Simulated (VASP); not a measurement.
Here is a VASP 6.6.1 calculation.

The input INCAR:

```
SYSTEM = RbBr
PREC = Accurate
ENCUT = 520
EDIFF = 1E-6
ISMEAR = 0
SIGMA = 0.05
LREAL = .False.
LASPH = .True.
NELM = 100
ALGO = Normal
ISIF = 2
LWAVE = .False.
LCHARG = .True.
GGA = PS
LELF = .True.
LVHAR = .True.
NBANDS = 15
```

File KPOINTS:

```
regular mesh
0
Gamma
  6 6 6
  0 0 0
```

POSCAR

```
RbBr
1.0
    4.1243020998      0.0000000000      0.0000000000
    0.0000000000      4.1243020998      0.0000000000
    0.0000000000      0.0000000000      4.0701688540
Rb Br
1 1
Direct
    0.0000000000      0.0000000000      0.0000000000
    0.5000000000      0.5000000000      0.5000000000
```

Potentials or basis: VASP PAW PBE potentials, release 64 (Rb_sv, Br).

Run with:

```console
$ cat potpaw_PBE.64/Rb_sv/POTCAR potpaw_PBE.64/Br/POTCAR > POTCAR
$ mpirun -np 1 vasp_std > vasp.out
```

(1) What does it give for the pressure?

(2) Predict the band gap on the k mesh.

Results:

(1) -0.4 GPa.

(2) 3.91 eV, indirect (least direct gap 4.06 eV).

Caveat: the PAW data sets were made with another functional, which shifts forces and pressure a little.
